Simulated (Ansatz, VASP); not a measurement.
# Two plane-wave programs on Bi4Se5

The input INCAR:

```
  PREC = Accurate
  ENCUT = 520
  EDIFF = 1E-6
  ISMEAR = 0
  SIGMA = 0.05
  LREAL = F
  LASPH = T
  NELM = 60
  ALGO = Normal
  ISIF = 2
  LWAVE = F
  LCHARG = F
  LDIPOL = T
  IDIPOL = 3
  DIPOL = 0.5 0.5 0.500
  GGA = PE
  IVDW = 12
  NBANDS = 55
```

File KPOINTS:

```
regular mesh
0
Gamma
  9 9 1
```

The input POSCAR:

```
Bi4Se5
1.0
    4.1436099040      0.0000000000      0.0000000000
   -2.0718049520      3.5884714402      0.0000000000
    0.0000000000      0.0000000000     30.1412621691
Bi Se
4 5
Direct
    0.3333333333      0.6666666667      0.2547928422
    0.3333333333      0.6666666667      0.4365911499
    0.0000000000      0.0000000000      0.5634088435
    0.0000000000      0.0000000000      0.7452071667
    0.6666666667      0.3333333333      0.3032115423
    0.0000000000      0.0000000000      0.3841447049
    0.6666666667      0.3333333333      0.4999999961
    0.3333333333      0.6666666667      0.6158552916
    0.6666666667      0.3333333333      0.6967884628
```

Input for Ansatz:

```yaml
crystal:
  lattice:
    - [4.1436098851, 0.0, 0.0]
    - [-2.0718049425, 3.5884714238, 0.0]
    - [0.0, 0.0, 30.141262224]
  atoms:
    - { symbol: Bi, position: [0.3333333333, 0.6666666667, 0.2547928366] }
    - { symbol: Se, position: [0.6666666667, 0.3333333333, 0.3032115396] }
    - { symbol: Se, position: [0.0, 0.0, 0.3841447063] }
    - { symbol: Bi, position: [0.3333333333, 0.6666666667, 0.4365911532] }
    - { symbol: Se, position: [0.6666666667, 0.3333333333, 0.4999999996] }
    - { symbol: Bi, position: [0.0, 0.0, 0.5634088486] }
    - { symbol: Se, position: [0.3333333333, 0.6666666667, 0.6158552949] }
    - { symbol: Se, position: [0.6666666667, 0.3333333333, 0.6967884597] }
    - { symbol: Bi, position: [0.0, 0.0, 0.7452071615] }
basis:
  ecutwfc: 420
kpoints:
  mp_grid: { grid: [9, 9, 1] }
  band_path:
    path:
      - [0.5, 0, 0]
      - [0, 0, 0]
      - [0.3333333333333, 0.3333333333333, 0]
      - [0.5, 0, 0]
    npoints: 12
hamiltonian:
  xc: pbe
  dispersion: d3bj
scf:
  occupations: { method: gaussian, width: 0.05 }
  n_extra_bands: 24
output:
  forces: true
  eigenvalues: true
  populations: true
  fatbands: true
  write_density: true
  write_potential: true
  elf: true
  volumetric_format: npy
efield:
  axis: 3
  dipole_correction: true
  ramp_width: 0.04
```

Alike in both runs: task single point; functional PBE; dispersion D3(BJ); k mesh 9 × 9 × 1; occupations gaussian, width 0.05 eV; no spin polarisation.

|  | VASP | Ansatz |
| --- | --- | --- |
| version | VASP 6.6.1 | Ansatz 0.2.0 |
| potentials or method | VASP PAW PBE potentials, release 64 (Bi_d, Se), cutoff 520 eV | scalar-relativistic, plane waves, PAW |
| valence electrons in the cell | 90 | 140 |

Ansatz gave:

| Item | Value |
| --- | --- |
| gap on the k mesh at the Fermi level (eV) | none |
| rms of the force components (eV/Å) | 0.003 |

Task: Estimate VASP's values.

Result: gap on the k mesh at the Fermi level (eV): none; rms of the force components (eV/Å): 0.008.

A gap of «none» marks a metal or a gap that the smearing closes. VASP's potentials hold 90 valence electrons a cell and Ansatz's 140, so a difference there can come from the potentials and not from the codes. Ansatz's warnings: xc potential rough in thin density.

Spin-orbit coupling is off throughout.
